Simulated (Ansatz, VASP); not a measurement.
# Ta: VASP beside Ansatz

```
Ta
1.0
     3.31955    0.00000    0.00000
     0.00000    3.31955    0.00000
     0.00000    0.00000   15.68850
Ta
4
Direct
  0.25000 0.25000 0.35058
  0.75000 0.75000 0.44665
  0.25000 0.25000 0.55335
  0.75000 0.75000 0.64942
```

Alike in both runs: task single point; functional PBE; k mesh 12 × 12 × 1; occupations fermi-dirac, width 0.08 eV; no spin polarisation.

|  | VASP | Ansatz |
| --- | --- | --- |
| version | VASP 6.6.1 | Ansatz 0.2.0 |
| potentials or method | VASP PAW PBE potentials, release 64 (Ta_pv) | PAW with Ansatz's default frozen-core files, scalar-relativistic |
| plane-wave cutoff (eV) | 520 | 420 |
| valence electrons in the cell | 44 | 52 |

|  | VASP | Ansatz | Ansatz less VASP |
| --- | --- | --- | --- |
| rms of the force components (eV/Å) | 0.005 | 0.001 | -0.0035 |

Atom by atom the forces differ by 0.004 eV/Å (rms over components). VASP's potentials hold 44 valence electrons a cell and Ansatz's 52, so a difference there can come from the potentials and not from the codes. Ansatz's warnings: vacuum density over bound.

Spin-orbit coupling is off throughout.
